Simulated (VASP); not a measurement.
# AlN (P6_3mc) in VASP: settings compared

Aim: see how the results for AlN move with the level of theory and the settings. Levels: PBE, PBEsol. Tasks: dielectric tensor, vibrations by perturbation theory.

All numbers are computed with VASP 6.6.1; they aren't measurements. Logs are shortened: lines on timing, memory, paths and dates and some standing lists are left out, and cuts for length are marked.

## 1. The cell of the first run

The structure is hexagonal, space group P6_3mc (No. 186). Conventional cell: a = 3.107 Å, b = 3.107 Å, c = 4.979 Å, α = 90.00°, β = 90.00°, γ = 120.00°. Al (site symmetry 3m) has 4 N at 1.89 to 1.90 Å within 2.5 Å. Within 2.5 Å of N (site symmetry 3m) lie 4 Al at 1.89 to 1.90 Å.

## 2. Dielectric tensor, PBE

The input, INCAR:

```
SYSTEM = AlN
PREC = Accurate
ENCUT = 520
EDIFF = 1E-8
ISMEAR = 0
SIGMA = 0.01
LREAL = .FALSE.
LASPH = .TRUE.
NELM = 100
ALGO = Normal
ISIF = 2
LWAVE = .FALSE.
LCHARG = .FALSE.
GGA = PE
LEPSILON = .TRUE.
```

The input, KPOINTS:

```
regular mesh
0
G
  9 9 4
  0 0 0
```

The input, POSCAR:

```
AlN
1.0
    3.1066937601      0.0000000000      0.0000000000
   -1.5533468801      2.6904757181      0.0000000000
    0.0000000000      0.0000000000      4.9785915499
Al N
2 2
Direct
    0.3333333333      0.6666666667     -0.0032954728
    0.6666666667      0.3333333333      0.4967045272
    0.3333333333      0.6666666667      0.3782954728
    0.6666666667      0.3333333333      0.8782954728
```

Potentials or basis: VASP PAW PBE potentials, release 64 (Al, N).

On the command line:

```
> cat potpaw_PBE.64/Al/POTCAR potpaw_PBE.64/N/POTCAR > POTCAR
> mpirun -np 1 vasp_std > vasp.out
```

OUTCAR:

```text
SYSTEM = AlN
   PREC = Accurate
   ENCUT = 520
   EDIFF = 1E-8
   ISMEAR = 0
   LREAL = .FALSE.
   LASPH = .TRUE.
   NELM = 100
   ISIF = 2
   GGA = PE
   LEPSILON = .TRUE.

 ion  position               nearest neighbor table
   1  0.333  0.667  0.997-   4 1.89   4 1.89   4 1.89   3 1.90   2 3.07   2 3.07   2 3.07   2 3.07
                             2 3.07   2 3.07
   2  0.667  0.333  0.497-   3 1.89   3 1.89   3 1.89   4 1.90   1 3.07   1 3.07   1 3.07   1 3.07
                             1 3.07   1 3.07
   3  0.333  0.667  0.378-   2 1.89   2 1.89   2 1.89   1 1.90
   4  0.667  0.333  0.878-   1 1.89   1 1.89   1 1.89   2 1.90

  LATTYP: Found a hexagonal cell.
 ALAT       =     3.1066937601
 C/A-ratio  =     1.6025369523

  Lattice vectors:

 A1 = (   3.1066937601,   0.0000000000,   0.0000000000)
 A2 = (  -1.5533468801,   2.6904757181,   0.0000000000)
 A3 = (   0.0000000000,   0.0000000000,   4.9785915499)

Analysis of symmetry for initial positions (statically):
=====================================================================
 Subroutine PRICEL returns:
 Original cell was already a primitive cell.

 Routine SETGRP: Setting up the symmetry group for a
 hexagonal supercell.

 Subroutine GETGRP returns: Found 12 space group operations
 (whereof  6 operations were pure point group operations)
 out of a pool of 24 trial point group operations.

The static configuration has the point symmetry C_3v.
 The point group associated with its full space group is C_6v.

Analysis of symmetry for dynamics (positions and initial velocities):
=====================================================================
 Subroutine PRICEL returns:
 Original cell was already a primitive cell.

 Routine SETGRP: Setting up the symmetry group for a
 hexagonal supercell.

 Subroutine GETGRP returns: Found 12 space group operations
 (whereof  6 operations were pure point group operations)
 out of a pool of 24 trial point group operations.

The dynamic configuration has the point symmetry C_3v.
 The point group associated with its full space group is C_6v.

 Subroutine INISYM returns: Found 12 space group operations
 (whereof  6 operations are pure point group operations),
 and found     1 'primitive' translations

----------------------------------------------------------------------------------------

                                     Primitive cell
[... 530 lines left out ...]
 -----------------------------------------------------------------------------------
    total drift:                               -0.000000     -0.000000     -0.000939

  FREE ENERGIE OF THE ION-ELECTRON SYSTEM (eV)
  ---------------------------------------------------
  free  energy   TOTEN  =       -29.7678477226 eV

  energy  without entropy=      -29.7678477226  energy(sigma->0) =      -29.76784772

 HEAD OF MICROSCOPIC STATIC DIELECTRIC TENSOR (INDEPENDENT PARTICLE, excluding Hartree and local field effects)
 ------------------------------------------------------
           4.568448    -0.000000     0.000000
          -0.000000     4.568448     0.000000
          -0.000000     0.000000     4.773339
 ------------------------------------------------------

 Free energy of the ion-electron system (eV)
  ---------------------------------------------------
  ---------------------------------------------------
  free energy    TOTEN  =        -0.43509219 eV

  energy without entropy =       -0.43509219

------------------------ aborting loop because EDIFF is reached ----------------------------------------

--------------------------------------- Ionic step        2  -------------------------------------------

------------------------ aborting loop because EDIFF is reached ----------------------------------------

--------------------------------------- Ionic step        3  -------------------------------------------

 Free energy of the ion-electron system (eV)
  ---------------------------------------------------
  ---------------------------------------------------
  free energy    TOTEN  =        -0.46126463 eV

  energy without entropy =       -0.46126463

------------------------ aborting loop because EDIFF is reached ----------------------------------------

 PIEZOELECTRIC TENSOR FIELD DIRECTION 3  (e Angst)
 -----------------------------------------------------------------------------
     0.68045 -0.00000  0.00000           (  0.00368 -0.00000  0.00000)
    -0.00000  0.68045  0.00000           ( -0.00000  0.00368  0.00000)
    -0.00000  0.00000 -1.04225           (  0.00000  0.00000 -0.00270)

 PIEZOELECTRIC TENSOR FIELD DIRECTION 3  (C/m^2)
 -----------------------------------------------------------------------------
     0.26198 -0.00000  0.00000
    -0.00000  0.26198  0.00000
    -0.00000  0.00000 -0.40128

 MACROSCOPIC STATIC DIELECTRIC TENSOR (including local field effects in DFT)
 ------------------------------------------------------
           4.428416    -0.000000     0.000000
          -0.000000     4.428416     0.000000
           0.000000     0.000000     4.650423
 ------------------------------------------------------

 PIEZOELECTRIC TENSOR (including local field effects)  for field in x, y, z        (e  Angst)
          XX          YY          ZZ          XY          YZ          ZX
  --------------------------------------------------------------------------------
  x     0.00000    -0.00000    -0.00000    -0.00000    -0.00000     0.87440
  y     0.00000     0.00000    -0.00000     0.00000     0.87440    -0.00000
  z     0.68045     0.68045    -1.04225    -0.00000     0.00000     0.00000

 PIEZOELECTRIC TENSOR (including local field effects)  for field in x, y, z        (C/m^2)
          XX          YY          ZZ          XY          YZ          ZX
  --------------------------------------------------------------------------------
  x     0.00000    -0.00000    -0.00000    -0.00000    -0.00000     0.33666
  y     0.00000     0.00000    -0.00000     0.00000     0.33666    -0.00000
  z     0.26198     0.26198    -0.40128    -0.00000     0.00000     0.00000

 BORN EFFECTIVE CHARGES (including local field effects) (in |e|, cummulative output)
 ---------------------------------------------------------------------------------
 ion    1
    1     2.51258    -0.00000     0.00000
    2    -0.00000     2.51258     0.00000
    3     0.00000    -0.00000     2.67347
 ion    2
    1     2.51258    -0.00000    -0.00000
    2    -0.00000     2.51258    -0.00000
    3     0.00000     0.00000     2.67347
 ion    3
    1    -2.51258     0.00000     0.00000
    2     0.00000    -2.51258    -0.00000
    3     0.00000     0.00000    -2.67347
 ion    4
    1    -2.51258     0.00000     0.00000
    2     0.00000    -2.51258     0.00000
    3    -0.00000    -0.00000    -2.67347
```

Run time: 93 s. Hardware: 1 thread of Intel Xeon Platinum 8559C (Emerald Rapids), shared host; peak memory 0.25 GiB.

Results:

```yaml
Band_gap_on_the_k_mesh: 4.24 eV
Electronic_dielectric_tensor_diagonal: 4.43, 4.43, 4.65
Born_charges_mean_of_the_diagonal: Al +2.57; N -2.57 e
```

Electronic dielectric tensor:
```
4.43 0.00 0.00
0.00 4.43 0.00
0.00 0.00 4.65
```

Born effective charge tensors (e):
atom 1, Al
```
2.51 0.00 0.00
0.00 2.51 0.00
0.00 0.00 2.67
```
atom 2, Al
```
2.51 0.00 0.00
0.00 2.51 0.00
0.00 0.00 2.67
```
atom 3, N
```
-2.51  0.00  0.00
 0.00 -2.51  0.00
 0.00  0.00 -2.67
```
atom 4, N
```
-2.51  0.00  0.00
 0.00 -2.51  0.00
 0.00  0.00 -2.67
```

## 3. Vibrations by perturbation theory, PBEsol

This run uses another cell than the first one, of 10.46 Å³/atom.

The input, INCAR:

```
  PREC = Accurate
  ENCUT = 520
  EDIFF = 1E-8
  ISMEAR = 0
  SIGMA = 0.01
  LREAL = False
  LASPH = True
  NELM = 100
  ALGO = Normal
  ISIF = 2
  LWAVE = False
  LCHARG = False
  GGA = PS
  IBRION = 8
  NSW = 1
  LEPSILON = True
```

The input, KPOINTS:

```
regular mesh
0
Gamma
  9 9 4
```

The input, POSCAR:

```
AlN
1.0
    3.1138048259      0.0000000000      0.0000000000
   -1.5569024129      2.6966340816      0.0000000000
    0.0000000000      0.0000000000      4.9836777897
Al N
2 2
Direct
    0.3333333333      0.6666666667     -0.0034912790
    0.6666666667      0.3333333333      0.4965087210
    0.3333333333      0.6666666667      0.3784912790
    0.6666666667      0.3333333333      0.8784912790
```

Potentials or basis: VASP PAW PBE potentials, release 64 (Al, N).

On the command line:

```
> cat potpaw_PBE.64/Al/POTCAR potpaw_PBE.64/N/POTCAR > POTCAR
> mpirun -np 1 vasp_std > vasp.out
```

OUTCAR:

```text
PREC = Accurate
   ENCUT = 520
   EDIFF = 1E-8
   ISMEAR = 0
   LREAL = False
   LASPH = True
   NELM = 100
   ISIF = 2
   GGA = PS
   IBRION = 8
   NSW = 1
   LEPSILON = True

 ion  position               nearest neighbor table
   1  0.333  0.667  0.997-   4 1.89   4 1.89   4 1.89   3 1.90   2 3.07   2 3.07   2 3.07   2 3.07
                             2 3.07   2 3.07
   2  0.667  0.333  0.497-   3 1.89   3 1.89   3 1.89   4 1.90   1 3.07   1 3.07   1 3.07   1 3.07
                             1 3.07   1 3.07
   3  0.333  0.667  0.378-   2 1.89   2 1.89   2 1.89   1 1.90
   4  0.667  0.333  0.878-   1 1.89   1 1.89   1 1.89   2 1.90

  LATTYP: Found a hexagonal cell.
 ALAT       =     3.1138048259
 C/A-ratio  =     1.6005106512

  Lattice vectors:

 A1 = (   3.1138048259,   0.0000000000,   0.0000000000)
 A2 = (  -1.5569024129,   2.6966340816,   0.0000000000)
 A3 = (   0.0000000000,   0.0000000000,   4.9836777897)
[... 698 lines left out ...]
  4Y     0.000000   13.575132    0.000000    0.000000    1.435512    0.000000    0.000000    0.712971    0.000000   -0.000000  -15.723616    0.000000
  4Z     0.000000    0.000000    6.174884    0.000000    0.000000    6.375273   -0.000000    0.000000    6.935950   -0.000000    0.000000  -19.486107

 Eigenvectors and eigenvalues of the dynamical matrix
 ----------------------------------------------------

   1 f  =   21.477089 THz   134.944532 2PiTHz  716.398585 cm-1    88.822064 meV
             X         Y         Z           dx          dy          dz
     -0.000000  1.797756  4.966278     0.000000   -0.000000    0.010623
      1.556902  0.898878  2.474439     0.000000   -0.000000   -0.010623
     -0.000000  1.797756  1.886279    -0.000000    0.000000   -0.707027
      1.556902  0.898878  4.378117    -0.000000    0.000000    0.707027
[... 71 lines left out ...]
  12 f/i=    0.001010 THz     0.006344 2PiTHz    0.033677 cm-1     0.004175 meV
             X         Y         Z           dx          dy          dz
     -0.000000  1.797756  4.966278     0.039152   -0.572385   -0.000000
      1.556902  0.898878  2.474439     0.039152   -0.572385   -0.000000
     -0.000000  1.797756  1.886279     0.028206   -0.412368   -0.000000
      1.556902  0.898878  4.378117     0.028206   -0.412368   -0.000000

--------------------------------------------------------------------------------------------------------

 MACROSCOPIC STATIC DIELECTRIC TENSOR IONIC CONTRIBUTION
 ------------------------------------------------------
           3.634833     0.000000     0.000000
           0.000000     3.634833     0.000000
           0.000000     0.000000     4.933240
 ------------------------------------------------------

 ELASTIC MODULI CONTR FROM IONIC RELAXATION (kBar)
 Direction    XX          YY          ZZ          XY          YZ          ZX
 --------------------------------------------------------------------------------
 XX        -723.7017    340.7647    424.1151     -0.0000      0.0000      0.0000
 YY         340.7647   -723.7017    424.1151     -0.0000      0.0000     -0.0000
 ZZ         424.1151    424.1151   -939.4425      0.0000      0.0000      0.0000
 XY          -0.0000     -0.0000      0.0000   -532.2332     -0.0000     -0.0000
 YZ          -0.0000      0.0000      0.0000     -0.0000   -134.5679     -0.0000
 ZX           0.0000     -0.0000      0.0000     -0.0000     -0.0000   -142.7013
 --------------------------------------------------------------------------------

 PIEZOELECTRIC TENSOR IONIC CONTR  for field in x, y, z        (C/m^2)
          XX          YY          ZZ          XY          YZ          ZX
  --------------------------------------------------------------------------------
  x     0.00000    -0.00000     0.00000    -0.00000    -0.00000    -0.67769
  y    -0.00000     0.00000     0.00000    -0.00000    -0.65809    -0.00000
  z    -0.91451    -0.91451     2.02569    -0.00000    -0.00000    -0.00000
```

It took 3.4 min on 1 thread of Intel Xeon Platinum 8559C (Emerald Rapids), shared host; peak memory 0.34 GiB.

Results:

| Item | Value |
| --- | --- |
| Electronic dielectric tensor (diagonal) | 4.49, 4.49, 4.72 |
| Born charges (mean of the diagonal) | Al +2.57; N -2.57 e |
| Highest phonon frequency at Γ, LO-TO splitting left out | 716 cm⁻¹ |

Phonon frequencies in cm⁻¹ (negative: imaginary):
```tsv
q point	frequencies
(0.000, 0.000, 0.000)	0 0 0 235 235 543 608 655 655 665 665 716
```

Electronic dielectric tensor:
```
4.49 0.00 0.00
0.00 4.49 0.00
0.00 0.00 4.72
```

Born effective charge tensors (e):
atom 1, Al
```
2.51 0.00 0.00
0.00 2.51 0.00
0.00 0.00 2.68
```
atom 2, Al
```
2.51 0.00 0.00
0.00 2.51 0.00
0.00 0.00 2.68
```
atom 3, N
```
-2.51  0.00  0.00
 0.00 -2.51  0.00
 0.00  0.00 -2.68
```
atom 4, N
```
-2.51  0.00  0.00
 0.00 -2.51  0.00
 0.00  0.00 -2.68
```

Caveat: the PAW data sets were made with another functional, which shifts forces and pressure a little.
